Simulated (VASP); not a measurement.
# AlN (P6_3mc) in VASP: notebook, part 2 of 2

VASP 6.6.1. The steps go on from the part before.

### 3 Single point, PBEsol

The input, INCAR:

```
SYSTEM = AlN
PREC = Accurate ; ENCUT = 520
EDIFF = 1E-6 ; ISMEAR = 0
SIGMA = 0.02 ; LREAL = .FALSE.
LASPH = .TRUE. ; NELM = 100
ALGO = Normal ; ISIF = 2
LWAVE = .FALSE. ; LCHARG = .FALSE.
GGA = PS ; NBANDS = 16
```

The input, KPOINTS:

```
Automatic mesh
0
G
  9 9 6
  0 0 0
```

The input, POSCAR:

```
AlN
1.0
    3.1138126630      0.0000000000      0.0000000000
   -1.5569063315      2.6966408688      0.0000000000
    0.0000000000      0.0000000000      4.9833864622
Al N
2 2
Direct
    0.3333333333      0.6666666667     -0.0009968572
    0.6666666667      0.3333333333      0.4990031428
    0.3333333333      0.6666666667      0.3809968572
    0.6666666667      0.3333333333      0.8809968572
```

Potentials or basis: VASP PAW PBE potentials, release 64 (Al, N).

Started as:

```sh
$ cat potpaw_PBE.64/Al/POTCAR potpaw_PBE.64/N/POTCAR > POTCAR
$ mpirun -np 1 vasp_std > vasp.out
```

It took 35 s on 1 thread of Intel Xeon Platinum 8488C (Sapphire Rapids), shared host; peak memory 0.16 GiB.

Results (log left out):

| Quantity | Value |
| --- | --- |
| Free energy | -31.3124 eV |
| Pressure | 0.0 GPa |
| Band gap on the k mesh | 4.11 eV, direct |

Levels at points of the mesh, in eV from the valence-band top:
| k point | band 4 | band 5 | band 6 | band 7 | band 8 | band 9 | band 10 | band 11 | band 12 | band 13 |
| --- | --- | --- | --- | --- | --- | --- | --- | --- | --- | --- |
| (0.00, 0.00, 0.00) | -0.88 | -0.88 | -0.22 | -0.22 | 0.00 | 4.11 | 6.55 | 10.49 | 11.02 | 11.02 |
| (0.00, 0.00, 0.50) | -3.36 | -0.56 | -0.56 | -0.56 | -0.56 | 6.37 | 6.37 | 10.20 | 10.20 | 11.34 |

Caveat: the PAW data sets were made with another functional, which shifts forces and pressure a little.

### 4 Relaxation of cell and atoms, PBEsol

The input, INCAR:

```
PREC = Accurate
ENCUT = 600
EDIFF = 1E-7
ISMEAR = 0
SIGMA = 0.02
LREAL = False
LASPH = True
NELM = 100
ALGO = Normal
ISIF = 3
LWAVE = False
LCHARG = False
GGA = PS
IBRION = 2
NSW = 100
EDIFFG = -0.005
```

The input, KPOINTS:

```
regular mesh
0
Gamma
  9 9 6
```

The input, POSCAR:

```
AlN
1.0
    3.1130000000      0.0000000000      0.0000000000
   -1.5565000000      2.6959370820      0.0000000000
    0.0000000000      0.0000000000      4.9810000000
Al N
2 2
Direct
    0.3333333333      0.6666666667      0.0000000000
    0.6666666667      0.3333333333      0.5000000000
    0.3333333333      0.6666666667      0.3800000000
    0.6666666667      0.3333333333      0.8800000000
```

Potentials or basis: VASP PAW PBE potentials, release 64 (Al, N).

Started as:

```sh
$ cat potpaw_PBE.64/Al/POTCAR potpaw_PBE.64/N/POTCAR > POTCAR
$ mpirun -np 1 vasp_std > vasp.out
```

OUTCAR:

```text
PREC = Accurate
   ENCUT = 600
   EDIFF = 1E-7
   ISMEAR = 0
   LREAL = False
   LASPH = True
   NELM = 100
   ISIF = 3
   GGA = PS
   IBRION = 2
   NSW = 100
   EDIFFG = -0.005

 ion  position               nearest neighbor table
   1  0.333  0.667  0.000-   3 1.89   4 1.89   4 1.89   4 1.89   2 3.07   2 3.07   2 3.07   2 3.07
                             2 3.07   2 3.07
   2  0.667  0.333  0.500-   4 1.89   3 1.89   3 1.89   3 1.89   1 3.07   1 3.07   1 3.07   1 3.07
                             1 3.07   1 3.07
   3  0.333  0.667  0.380-   1 1.89   2 1.89   2 1.89   2 1.89
   4  0.667  0.333  0.880-   2 1.89   1 1.89   1 1.89   1 1.89

  LATTYP: Found a hexagonal cell.
 ALAT       =     3.1130000000
 C/A-ratio  =     1.6000642467

  Lattice vectors:

 A1 = (   3.1130000000,   0.0000000000,   0.0000000000)
 A2 = (  -1.5565000000,   2.6959370820,   0.0000000000)
 A3 = (   0.0000000000,   0.0000000000,   4.9810000000)

[... 350 lines left out ...]

 k-point     1 :       0.0000    0.0000    0.0000
  band No.  band energies     occupation
      1      -9.1089      2.00000
      2      -6.9268      2.00000
      3       0.0041      2.00000
      4       5.1788      2.00000
      5       5.1788      2.00000
      6       5.8334      2.00000
      7       5.8334      2.00000
      8       6.0582      2.00000
      9      10.1758      0.00000
     10      12.6104      0.00000
     11      16.5559      0.00000
     12      17.0808      0.00000
[... 331 lines left out ...]
 k-point    24 :       0.3333    0.3333    0.1667
  band No.  band energies     occupation
      1      -6.5611      2.00000
      2      -6.5611      2.00000
      3       1.2862      2.00000
      4       1.8472      2.00000
      5       1.8472      2.00000
      6       3.3261      2.00000
      7       4.1626      2.00000
      8       4.1626      2.00000
      9      11.3527      0.00000
     10      14.2216      0.00000
     11      15.0596      0.00000
     12      15.0596      0.00000

 [... further k-points ...]
[... 5 lines left out ...]
  --------------------------------------------------------------------------------------
  -------------------------------------------------------------------------------------
  Total       -0.0008751     -0.0008751     -0.0006389      0.0000000      0.0000000     -0.0000000
  in kB       -0.0335319     -0.0335319     -0.0244810      0.0000000      0.0000000     -0.0000000
  external PRESSURE =      -0.0305150 kB  Pullay stress =       0.0000000 kB
[... 19 lines left out ...]
  FREE ENERGIE OF THE ION-ELECTRON SYSTEM (eV)
  ---------------------------------------------------
  free  energy   TOTEN  =       -31.3156631186 eV

  energy  without entropy=      -31.3156631186  energy(sigma->0) =      -31.31566312

 reached required accuracy - stopping structural energy minimisation
```

It took 2.1 min on 1 thread of Intel Xeon Platinum 8488C (Sapphire Rapids), shared host; peak memory 0.18 GiB.

What came out:

| Property | Result |
| --- | --- |
| Free energy | -31.3157 eV |
| Relaxed volume | 10.45 Å³/atom |
| Relaxed cell | a = 3.113 Å, b = 3.113 Å, c = 4.982 Å, α = 90.00°, β = 90.00°, γ = 120.00° |
| Space group after relaxing (to 0.05 Å) | P6_3mc (No. 186) |
| Energy gained by relaxing | 0.3 meV/atom |
| Ionic steps | 5 |
| Pressure after relaxing | 0.0 GPa |
| Band gap on the k mesh | 4.12 eV, direct |

The path:
```csv
step,energy change (eV),largest force (eV/Å),pressure (GPa),volume (Å³)
1,0.0000,0.1321,0.10,41.80
2,-0.0002,0.0870,-0.09,41.84
3,-0.0012,0.0140,-0.02,41.82
4,-0.0013,0.0070,-0.01,41.82
5,-0.0013,0.0001,0.00,41.81
```

Final structure:
```
Al N
1.0
     3.11305    0.00000    0.00000
    -1.55652    2.69598    0.00000
     0.00000    0.00000    4.98216
Al N
2 2
Direct
  0.33333 0.66667 0.99900
  0.66667 0.33333 0.49900
  0.33333 0.66667 0.38100
  0.66667 0.33333 0.88100
```

Caveat: the PAW data sets were made with another functional, which shifts forces and pressure a little.

### 5 Single point, PBEsol (volume scaled by 1.02, then relaxed in part)

The input, INCAR:

```
PREC = Accurate
ENCUT = 520
EDIFF = 1E-6
ISMEAR = 0
SIGMA = 0.01
LREAL = False
LASPH = True
NELM = 100
ALGO = Normal
ISIF = 2
LWAVE = False
LCHARG = False
GGA = PS
NBANDS = 16
```

The input, KPOINTS:

```
Automatic mesh
0
Gamma
  9 9 6
```

The input, POSCAR:

```
AlN
1.0
    3.1330616635      0.0000000000      0.0000000000
   -1.5665308318      2.7133109922      0.0000000000
    0.0000000000      0.0000000000      5.0207872110
Al N
2 2
Direct
    0.3333333333      0.6666666667     -0.0008125181
    0.6666666667      0.3333333333      0.4991874819
    0.3333333333      0.6666666667      0.3808125181
    0.6666666667      0.3333333333      0.8808125181
```

Started as:

```sh
$ cat potpaw_PBE.64/Al/POTCAR potpaw_PBE.64/N/POTCAR > POTCAR
$ mpirun -np 1 vasp_std > vasp.out
```

Run time: 36 s. Hardware: 1 thread of Intel Xeon Platinum 8488C (Sapphire Rapids), shared host; peak memory 0.16 GiB.

Results (log left out):

- Free energy: -31.3026 eV
- Pressure: -3.8 GPa
- Band gap on the k mesh: 3.95 eV, direct

Levels at points of the mesh, in eV from the valence-band top:
```tsv
k point	band 4	band 5	band 6	band 7	band 8	band 9	band 10	band 11	band 12	band 13
(0.00, 0.00, 0.00)	-0.85	-0.85	-0.21	-0.21	0.00	3.95	6.40	10.33	10.90	10.90
(0.00, 0.00, 0.50)	-3.33	-0.54	-0.54	-0.54	-0.54	6.21	6.21	10.04	10.04	11.22
```

Caveat: the cell differs from its parent crystal (volume scaled by 1.02, then relaxed in part); the PAW data sets were made with another functional, which shifts forces and pressure a little.

### 6 Overview

```tsv
task	cell	cutoff (eV)	smearing	gap on the mesh (eV)	pressure (GPa)
single point	a = 3.114, b = 3.114, c = 4.983 Å, angles 90.0, 90.0, 120.0°, 4 atoms	520	gaussian 0.02 eV	4.11	0.0
relaxation of cell and atoms	relaxed from a = 3.113, b = 3.113, c = 4.981 Å, angles 90.0, 90.0, 120.0°, 4 atoms	600	gaussian 0.02 eV	4.12	0.0
single point	a = 3.133, b = 3.133, c = 5.021 Å, angles 90.0, 90.0, 120.0°, 4 atoms	520	gaussian 0.01 eV	3.95	-3.8
```

Alike in all rows: level PBEsol; potentials or basis VASP PAW PBE potentials, release 64 (Al, N); no spin polarisation; k mesh 9 × 9 × 6.

Caveats: the PAW data sets were made with another functional, which shifts forces and pressure a little.

Absolute energies hang on the potentials; compare differences alone.

### 7 Against experiment

Step 2. Against the measured gap of AlN, 6.0343 eV (an exciton energy, a little under the gap; 0 K; quoted in “Structural and optical properties of self-assembled AlN nanowires grown on SiO2/Si substrates by molecular beam epitaxy”, 2024, arxiv:2402.00216), the calculated 4.11 eV is off by -1.92 eV. 2 values of this kind are on record (6.034 to 6.0343 eV); this one was drawn at random. The value is that of PBEsol on a finite k mesh, which can miss the band edges, without temperature or zero-point motion. Semilocal functionals fall short of measured gaps as a rule.

Step 3. Against the measured gap of AlN, 6.0343 eV (an exciton energy, a little under the gap; 0 K; quoted in “Structural and optical properties of self-assembled AlN nanowires grown on SiO2/Si substrates by molecular beam epitaxy”, 2024, arxiv:2402.00216), the calculated 4.11 eV is off by -1.92 eV. 2 values of this kind are on record (6.034 to 6.0343 eV); this one was drawn at random. The value is that of PBEsol on a finite k mesh, which can miss the band edges, without temperature or zero-point motion. Semilocal functionals fall short of measured gaps as a rule.
